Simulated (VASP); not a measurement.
# Ru (P6_3/mmc) in VASP: notebook

Runs on Ru. Level: PBE. Tasks: single point, relaxation of cell and atoms.

All numbers are computed with VASP 6.6.1; they aren't measurements. Logs are shortened: lines on timing, memory, paths and dates and some standing lists are left out, and cuts for length are marked.

## 1. The cell of the first run

Symmetry: P6_3/mmc, No. 194, hexagonal system. The conventional cell has a = 2.719 Å, b = 2.719 Å, c = 4.296 Å, α = 90.00°, β = 90.00°, γ = 120.00°. Ru (site symmetry -6m2) has 12 Ru at 2.66 to 2.72 Å within 3.5 Å.

## 2. Single point, PBE

Contents of INCAR:

```
SYSTEM = Ru
PREC = Accurate
ENCUT = 520
EDIFF = 1E-6
ISMEAR = 0
SIGMA = 0.05
LREAL = .FALSE.
LASPH = .TRUE.
NELM = 80
ALGO = Normal
ISIF = 2
LWAVE = .FALSE.
LCHARG = .FALSE.
GGA = PE
NBANDS = 21
```

Contents of KPOINTS:

```
regular mesh
0
G
  8 8 6
  0 0 0
```

Contents of POSCAR:

```
Ru
1.0
    2.7194979204      0.0000000000      0.0000000000
   -1.3597489602      2.3551542846      0.0000000000
    0.0000000000      0.0000000000      4.2963318904
Ru
2
Direct
    0.3333333333      0.6666666667      0.7500000000
    0.6666666667      0.3333333333      0.2500000000
```

Potentials or basis: VASP PAW PBE potentials, release 64 (Ru_pv).

Command:

```bash
cat potpaw_PBE.64/Ru_pv/POTCAR > POTCAR
mpirun -np 1 vasp_std > vasp.out
```

OUTCAR:

```text
SYSTEM = Ru
   PREC = Accurate
   ENCUT = 520
   EDIFF = 1E-6
   ISMEAR = 0
   LREAL = .FALSE.
   LASPH = .TRUE.
   NELM = 80
   ISIF = 2
   GGA = PE

 ion  position               nearest neighbor table
   1  0.333  0.667  0.750-   2 2.66   2 2.66   2 2.66   2 2.66   2 2.66   2 2.66
   2  0.667  0.333  0.250-   1 2.66   1 2.66   1 2.66   1 2.66   1 2.66   1 2.66

  LATTYP: Found a hexagonal cell.
 ALAT       =     2.7194979204
 C/A-ratio  =     1.5798254002

  Lattice vectors:

 A1 = (   2.7194979204,   0.0000000000,   0.0000000000)
 A2 = (  -1.3597489602,   2.3551542846,   0.0000000000)
 A3 = (   0.0000000000,   0.0000000000,   4.2963318904)

Analysis of symmetry for initial positions (statically):
=====================================================================
 Subroutine PRICEL returns:
 Original cell was already a primitive cell.

 Routine SETGRP: Setting up the symmetry group for a
 hexagonal supercell.

 Subroutine GETGRP returns: Found 24 space group operations
 (whereof 12 operations were pure point group operations)
 out of a pool of 24 trial point group operations.

The static configuration has the point symmetry D_3d.
 The point group associated with its full space group is D_6h.

Analysis of symmetry for dynamics (positions and initial velocities):
=====================================================================
 Subroutine PRICEL returns:
 Original cell was already a primitive cell.

 Routine SETGRP: Setting up the symmetry group for a
 hexagonal supercell.

 Subroutine GETGRP returns: Found 24 space group operations
 (whereof 12 operations were pure point group operations)
 out of a pool of 24 trial point group operations.

The dynamic configuration has the point symmetry D_3d.
 The point group associated with its full space group is D_6h.

 Subroutine INISYM returns: Found 24 space group operations
 (whereof 12 operations are pure point group operations),
 and found     1 'primitive' translations

----------------------------------------------------------------------------------------

                                     Primitive cell

  volume of cell :      27.5173

  direct lattice vectors                    reciprocal lattice vectors
     2.719497920  0.000000000  0.000000000     0.367714935  0.212300316  0.000000000
    -1.359748960  2.355154285  0.000000000     0.000000000  0.424600633  0.000000000
     0.000000000  0.000000000  4.296331890     0.000000000  0.000000000  0.232756692

  length of vectors
     2.719497920  2.719497920  4.296331890     0.424600633  0.424600633  0.232756692

  position of ions in fractional coordinates (direct lattice)
     0.333333333  0.666666667  0.750000000
     0.666666667  0.333333333  0.250000000

  ion indices of the primitive-cell ions
   primitive index   ion index
                 1           1
                 2           2

----------------------------------------------------------------------------------------

 KPOINTS: regular mesh

Automatic generation of k-mesh.
 Grid dimensions read from file:
 generate k-points for:    8    8    6

 Generating k-lattice:

  Cartesian coordinates                     Fractional coordinates (reciprocal lattice)
     0.045964367  0.026537540  0.000000000     0.125000000  0.000000000  0.000000000
     0.000000000  0.053075079  0.000000000     0.000000000  0.125000000  0.000000000
     0.000000000  0.000000000  0.038792782     0.000000000  0.000000000  0.166666667

  Length of vectors
     0.053075079  0.053075079  0.038792782

  Shift w.r.t. Gamma in fractional coordinates (k-lattice)
     0.000000000  0.000000000  0.000000000

 Subroutine IBZKPT returns following result:
 ===========================================

 Found     40 irreducible k-points:

 Following reciprocal coordinates:
            Coordinates               Weight
  0.000000  0.000000  0.000000      1.000000
  0.125000 -0.000000  0.000000      6.000000
  0.250000 -0.000000  0.000000      6.000000
  0.375000 -0.000000  0.000000      6.000000
  0.500000 -0.000000  0.000000      3.000000
  0.125000  0.125000  0.000000      6.000000
[... 16 lines left out ...]
  0.250000 -0.000000  0.333333     12.000000
  0.375000 -0.000000  0.333333     12.000000
 [... further k-points ...]
   k-points           NKPTS =     40   k-points in BZ     NKDIM =     40   number of bands    NBANDS=     21
   number of dos      NEDOS =    301   number of ions     NIONS =      2
   total plane-waves  NPLWV =  12800
   dimension x,y,z NGX =    20 NGY =   20 NGZ =   32
   dimension x,y,z NGXF=    40 NGYF=   40 NGZF=   64
   ions per type =               2
   NGX,Y,Z   is equivalent  to a cutoff of  12.23, 12.23, 12.38 a.u.
   NGXF,Y,Z  is equivalent  to a cutoff of  24.45, 24.45, 24.76 a.u.
 SYSTEM =  Ru
   PREC   = accura    normal or accurate (medium, high low for compatibility)
   ISTART =      0    job   : 0-new  1-cont  2-samecut
   ICHARG =      2    charge: 1-file 2-atom 10-const
   ISPIN  =      1    spin polarized calculation?
   LNONCOLLINEAR =      F non collinear calculations
   LSORBIT =      F    spin-orbit coupling
   LASPH  =      T    aspherical Exc in radial PAW
   ENCUT  =  520.0 eV  38.22 Ry    6.18 a.u.   5.06  5.06  7.99*2*pi/ulx,y,z
   NELM   =     80;   NELMIN=  2; NELMDL= -5     # of ELM steps
   EDIFF  = 0.1E-05   stopping-criterion for ELM
   LREAL  =      F    real-space projection
   EDIFFG = 0.1E-04   stopping-criterion for IOM
   NSW    =      0    number of steps for IOM
   IBRION =     -1    ionic relax: 0-MD 1-quasi-New 2-CG
   NFREE  =      0    steps in history (QN), initial steepest desc. (CG)
   ISIF   =      2    stress and relaxation
   ISYM   =      2    0-nonsym 1-usesym 2-fastsym
   POTIM  = 0.5000    time-step for ionic-motion
   TEBEG  =    0.0;   TEEND  =   0.0 temperature during run
   PSTRESS=    0.0 pullay stress
   NELECT =      28.0000    total number of electrons
   NUPDOWN=      -1.0000    fix difference up-down
   EMIN   =  10.00;   EMAX   =-10.00  energy-range for DOS
   EFERMI =   0.00;   METHOD = LEGACY
   ISMEAR =     0;   SIGMA  =   0.05  broadening in eV -4-tet -1-fermi 0-gaus
   EFERMI_NEDOS =   21; number of points for ismear=-14 and -15
   IALGO  =     38    algorithm
   IMIX   =      4    mixing-type and parameters
     AMIX     =   0.40;   BMIX     =  1.00
     AMIX_MAG =   1.60;   BMIX_MAG =  1.00
  volume/ion in A,a.u.               =      13.76        92.85
  Fermi-wavevector in a.u.,A,eV,Ry     =   1.646616  3.111652 36.890056  2.711343
  Thomas-Fermi vector in A             =   2.736214
   LORBIT       =      0    0 simple, 1 ext, 2 COOP (PROOUT), +10 PAW based schemes
   GGA     = PE    functional components
   LHFCALC =     F    Hartree Fock is set to
   AEXX    =    0.0000 exact exchange contribution
   IVDW    =     0    specifies the selected vdW correction
   LEPSILON=     F    determine dielectric tensor
   LRPA    =     F    only Hartree local field effects (RPA)
 non-spin polarized calculation
 Gauss-broadening in eV      SIGMA  =   0.05
  energy-cutoff  :      520.00
  volume of cell :       27.52
 maximum number of plane-waves:       756
   NGX = 11   NGY = 11   NGZ = 15

 number of electron      28.0000013 magnetization

 Free energy of the ion-electron system (eV)
  ---------------------------------------------------
  ext. energy  EPLUGINS =         0.00000000
  ---------------------------------------------------
  free energy    TOTEN  =       -18.48348707 eV

  energy without entropy =      -18.47947443  energy(sigma->0) =      -18.48148075

 E-fermi :  12.5408     XC(G=0): -14.0358

 val. band max:       12.5242613717   @ k =   0.3750  -0.0000   0.3333
 cond. band min:      12.5502046171   @ k =   0.1250   0.1250   0.3333
 fundamental gap:      0.0259432455
 Fermi energy:        12.5407920795

 k-point     1 :       0.0000    0.0000    0.0000
  band No.  band energies     occupation
      1     -31.0014      2.00000
      2     -30.0964      2.00000
      3     -30.0964      2.00000
      4     -29.9316      2.00000
      5     -29.9316      2.00000
      6     -29.9029      2.00000
[... 13 lines left out ...]
     20      23.0554      0.00000
     21      23.0697      0.00000

 k-point     2 :       0.1250   -0.0000    0.0000
  band No.  band energies     occupation
      1     -30.9512      2.00000
      2     -30.2003      2.00000
      3     -30.1312      2.00000
      4     -30.0394      2.00000
      5     -29.9462      2.00000
      6     -29.9268      2.00000
[... 13 lines left out ...]
     20      23.0554      0.00000
     21      23.0661      0.00000

 k-point     3 :       0.2500   -0.0000    0.0000
  band No.  band energies     occupation
      1     -30.8161      2.00000
      2     -30.4515      2.00000
      3     -30.2896      2.00000
      4     -30.2110      2.00000
      5     -29.9985      2.00000
      6     -29.9850      2.00000
[... 13 lines left out ...]
     20      23.0552      0.00000
     21      23.0608      0.00000

 k-point     4 :       0.3750   -0.0000    0.0000
  band No.  band energies     occupation
      1     -30.7023      2.00000
      2     -30.6426      2.00000
      3     -30.5271      2.00000
      4     -30.2866      2.00000
      5     -30.1079      2.00000
      6     -30.0268      2.00000
[... 13 lines left out ...]
     20      23.0404      0.00000
     21      23.0552      0.00000

 k-point     5 :       0.5000   -0.0000    0.0000
  band No.  band energies     occupation
      1     -30.8058      2.00000
      2     -30.6223      2.00000
      3     -30.5402      2.00000
      4     -30.3171      2.00000
      5     -30.1838      2.00000
      6     -30.0447      2.00000
[... 13 lines left out ...]
     20      23.0545      0.00000
     21      23.5722      0.00000

 k-point     6 :       0.1250    0.1250    0.0000
  band No.  band energies     occupation
      1     -30.8583      2.00000
      2     -30.3443      2.00000
      3     -30.2838      2.00000
      4     -30.1335      2.00000
      5     -29.9961      2.00000
      6     -29.9749      2.00000
[... 13 lines left out ...]
     20      23.0553      0.00000
     21      23.0624      0.00000

 k-point     7 :       0.2500    0.1250    0.0000
  band No.  band energies     occupation
      1     -30.7007      2.00000
      2     -30.5748      2.00000
      3     -30.4721      2.00000
      4     -30.2589      2.00000
      5     -30.0687      2.00000
      6     -30.0644      2.00000
[... 13 lines left out ...]
     20      23.0550      0.00000
     21      23.0589      0.00000
[... 291 lines left out ...]
      1     -30.7241      2.00000
      2     -30.6072      2.00000
      3     -30.5553      2.00000
      4     -30.3104      2.00000
      5     -30.2974      2.00000
      6     -30.1887      2.00000
[... 13 lines left out ...]
     20      23.0549      0.00000
     21      23.0554      0.00000

 k-point    21 :       0.0000    0.0000    0.3333
  band No.  band energies     occupation
      1     -30.7376      2.00000
      2     -30.1889      2.00000
      3     -30.0555      2.00000
      4     -30.0555      2.00000
      5     -29.9731      2.00000
      6     -29.9731      2.00000
[... 13 lines left out ...]
     20      23.0553      0.00000
     21      26.7346      0.00000

 k-point    22 :       0.1250   -0.0000    0.3333
  band No.  band energies     occupation
      1     -30.7240      2.00000
      2     -30.2599      2.00000
      3     -30.1384      2.00000
      4     -30.0854      2.00000
      5     -30.0128      2.00000
      6     -29.9929      2.00000
[... 13 lines left out ...]
     20      23.0552      0.00000
     21      26.6407      0.00000

 k-point    23 :       0.2500   -0.0000    0.3333
  band No.  band energies     occupation
      1     -30.7305      2.00000
      2     -30.4802      2.00000
      3     -30.2877      2.00000
      4     -30.1551      2.00000
      5     -30.0622      2.00000
      6     -30.0421      2.00000
[... 13 lines left out ...]
     20      23.0552      0.00000
     21      26.3587      0.00000

 k-point    24 :       0.3750   -0.0000    0.3333
  band No.  band energies     occupation
      1     -30.8387      2.00000
      2     -30.7103      2.00000
      3     -30.3196      2.00000
      4     -30.2225      2.00000
      5     -30.1047      2.00000
      6     -30.0926      2.00000
[... 13 lines left out ...]
     20      23.0549      0.00000
     21      23.9997      0.00000

 [... further k-points ...]
[... 5 lines left out ...]
  --------------------------------------------------------------------------------------
  -------------------------------------------------------------------------------------
  Total       -0.0290470     -0.0290470     -0.0226844      0.0000000      0.0000000      0.0000000
  in kB       -1.6912424     -1.6912424     -1.3207843      0.0000000      0.0000000      0.0000000
  external PRESSURE =      -1.5677564 kB  Pullay stress =       0.0000000 kB

 VOLUME and BASIS-vectors are now :
 -----------------------------------------------------------------------------
  energy-cutoff  :      520.00
  volume of cell :       27.52
      direct lattice vectors                 reciprocal lattice vectors
     2.719497920  0.000000000  0.000000000     0.367714935  0.212300316  0.000000000
    -1.359748960  2.355154285  0.000000000     0.000000000  0.424600633  0.000000000
     0.000000000  0.000000000  4.296331890     0.000000000  0.000000000  0.232756692

 POSITION                                       TOTAL-FORCE (eV/Angst)
 -----------------------------------------------------------------------------------
     -0.00000      1.57010      3.22225         0.000000      0.000000      0.000000
      1.35975      0.78505      1.07408        -0.000000     -0.000000      0.000000
 -----------------------------------------------------------------------------------
    total drift:                                0.000000     -0.000000      0.000000

  FREE ENERGIE OF THE ION-ELECTRON SYSTEM (eV)
  ---------------------------------------------------
  free  energy   TOTEN  =       -18.4834870747 eV

  energy  without entropy=      -18.4794744267  energy(sigma->0) =      -18.48148075
```

It took 19 s on 1 thread of Intel Xeon Platinum 8488C (Sapphire Rapids), shared host; peak memory 0.14 GiB.

What came out:

* Free energy: -18.4835 eV
* Pressure: -0.2 GPa
* Band gap on the k mesh: zero (band 14 reaches 14.17 eV, above the bottom of band 15 at 11.15 eV)

Levels at points of the mesh, in eV from the Fermi level:
```tsv
k point	band 11	band 12	band 13	band 14	band 15	band 16	band 17	band 18
(0.00, 0.00, 0.00)	-2.30	-1.81	-1.81	-1.31	-1.31	1.22	1.22	1.35
(0.50, 0.00, 0.00)	-1.97	-1.72	-1.42	1.45	1.86	1.94	4.05	6.09
(0.00, 0.00, 0.50)	-2.65	-2.65	-2.60	-2.60	0.59	0.59	0.59	0.59
(0.50, 0.00, 0.50)	-0.98	-0.98	0.50	0.50	1.70	1.70	3.40	3.40
```

## 3. Relaxation of cell and atoms, PBE

This run uses another cell than the first one, of 13.50 Å³/atom, 0.981 times its volume.

Contents of INCAR:

```
SYSTEM = Ru
PREC     = Accurate       ! precision mode
ENCUT    = 600            ! plane-wave cutoff, eV
EDIFF    = 1E-7           ! SCF threshold, eV
ISMEAR   = 0              ! smearing method
SIGMA    = 0.05           ! smearing width, eV
LREAL    = .FALSE.        ! projectors in reciprocal space
LASPH    = .TRUE.         ! aspherical terms in the spheres
NELM     = 100            ! most SCF steps
ALGO     = Fast           ! electronic algorithm
ISIF     = 3              ! what is computed and relaxed
LWAVE    = .FALSE.        ! write WAVECAR
LCHARG   = .FALSE.        ! write CHGCAR
GGA      = PE             ! functional
IBRION   = 2              ! ionic algorithm
NSW      = 80             ! ionic steps
EDIFFG   = -0.03          ! ionic threshold
```

Contents of KPOINTS:

```
Automatic mesh
0
G
  8 8 6
  0 0 0
```

Contents of POSCAR:

```
Ru
1.0
    2.7000000000      0.0000000000      0.0000000000
   -1.3500000000      2.3382685902      0.0000000000
    0.0000000000      0.0000000000      4.2768000000
Ru
2
Direct
    0.3333333333      0.6666666667      0.7500000000
    0.6666666667      0.3333333333      0.2500000000
```

Potentials or basis: VASP PAW PBE potentials, release 64 (Ru_pv).

Command:

```bash
cat potpaw_PBE.64/Ru_pv/POTCAR > POTCAR
mpirun -np 1 vasp_std > vasp.out
```

It took 1.8 min on 1 thread of Intel Xeon Platinum 8488C (Sapphire Rapids), shared host; peak memory 0.16 GiB.

The run converged. Its results:

| Item | Value |
| --- | --- |
| Free energy | -18.4832 eV |
| Relaxed volume | 13.75 Å³/atom |
| Relaxed cell | a = 2.719 Å, b = 2.719 Å, c = 4.296 Å, α = 90.00°, β = 90.00°, γ = 120.00° |
| Space group after relaxing (to 0.05 Å) | P6_3/mmc (No. 194) |
| Energy gained by relaxing | 4.6 meV/atom |
| Ionic steps | 6 |
| Pressure after relaxing | 0.0 GPa |
| Band gap on the k mesh | zero (band 14 reaches 14.18 eV, above the bottom of band 15 at 11.16 eV) |

Stress tensor (GPa, compression positive):
```
 0.03  0.00  0.00
 0.00  0.03  0.00
 0.00  0.00 -0.08
```

Step by step:
| step | energy change (eV) | largest force (eV/Å) | pressure (GPa) | volume (Å³) |
| --- | --- | --- | --- | --- |
| 1 | 0.0000 | 0.0000 | 5.99 | 27.00 |
| 2 | 0.0648 | 0.0000 | -14.79 | 29.02 |
| 3 | -0.0092 | 0.0000 | -0.11 | 27.51 |
| 4 | -0.0092 | 0.0000 | -0.02 | 27.50 |
| 5 | -0.0092 | 0.0000 | 0.03 | 27.50 |
| 6 | -0.0092 | 0.0000 | -0.01 | 27.50 |

Final structure:
```
Ru
1.0
     2.71880    0.00000    0.00000
    -1.35940    2.35455    0.00000
     0.00000    0.00000    4.29577
Ru
2
Direct
  0.33333 0.66667 0.75000
  0.66667 0.33333 0.25000
```

Levels at points of the mesh, in eV from the Fermi level:
```tsv
k point	band 10	band 11	band 12	band 13	band 14	band 15	band 16	band 17	band 18
(0.00, 0.00, 0.00)	-2.48	-2.30	-1.81	-1.81	-1.32	-1.32	1.22	1.22	1.35
(0.50, 0.00, 0.00)	-2.91	-1.97	-1.72	-1.43	1.45	1.87	1.94	4.06	6.09
(0.00, 0.00, 0.50)	-2.65	-2.65	-2.65	-2.61	-2.61	0.59	0.59	0.59	0.59
(0.50, 0.00, 0.50)	-4.38	-0.98	-0.98	0.50	0.50	1.71	1.71	3.41	3.41
```
